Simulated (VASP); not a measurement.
Set up this calculation in VASP 6.6.1, as the native input.

- Task: single point
- Functional: PBEsol
- Potentials or basis: VASP PAW PBE potentials, release 64 (B, N)
- Cutoff: 520 eV
- k mesh: 12 × 12 × 4
- Occupations: gaussian, width 0.05 eV
- Spin: no spin polarisation
- Dipole correction: no
- Further INCAR settings: ALGO = Normal; EDIFF = 1e-06; NBANDS = 16

The structure of BN lies in POSCAR:

```
BN
1.0
    2.5587272532      0.0000000000      0.0000000000
   -1.2793636266      2.2159228027      0.0000000000
    0.0000000000      0.0000000000      7.5436396880
B N
2 2
Direct
    0.3333333333      0.6666666667      0.2500000000
    0.6666666667      0.3333333333      0.7500000000
    0.3333333333      0.6666666667      0.7500000000
    0.6666666667      0.3333333333      0.2500000000
```

This cell differs from its parent crystal: volume 10.693 Å^3 an atom, c/a of the conventional cell 2.9482.

The input as run:

INCAR

```
ALGO = Normal ; EDIFF = 1E-6
ENCUT = 520 ; GGA = PS
ISIF = 2 ; ISMEAR = 0
LASPH = True ; LCHARG = True
LELF = True ; LREAL = False
LVHAR = True ; LWAVE = False
NBANDS = 16 ; NELM = 100
PREC = Accurate ; SIGMA = 0.05
```

KPOINTS

```
k-points
0
Gamma
  12 12 4
```

Potentials or basis: VASP PAW PBE potentials, release 64 (B, N).

Command:

```bash
$ cat potpaw_PBE.64/B/POTCAR potpaw_PBE.64/N/POTCAR > POTCAR
$ mpirun -np 1 vasp_std > vasp.out
```

Results of the run:

| Property | Result |
| --- | --- |
| Pressure | -12.4 GPa |
| Band gap on the k mesh | 4.26 eV, indirect (least direct gap 4.45 eV) |

Caveat: the PAW data sets were made with another functional, which shifts forces and pressure a little; this functional lacks dispersion, which binds the layers, so the pressure and a relaxed spacing across them are unreliable.

It took 41 s on 1 thread of AMD EPYC 7R43 64-Core Processor (Zen 3), with other jobs on the host, peak memory 0.13 GiB.
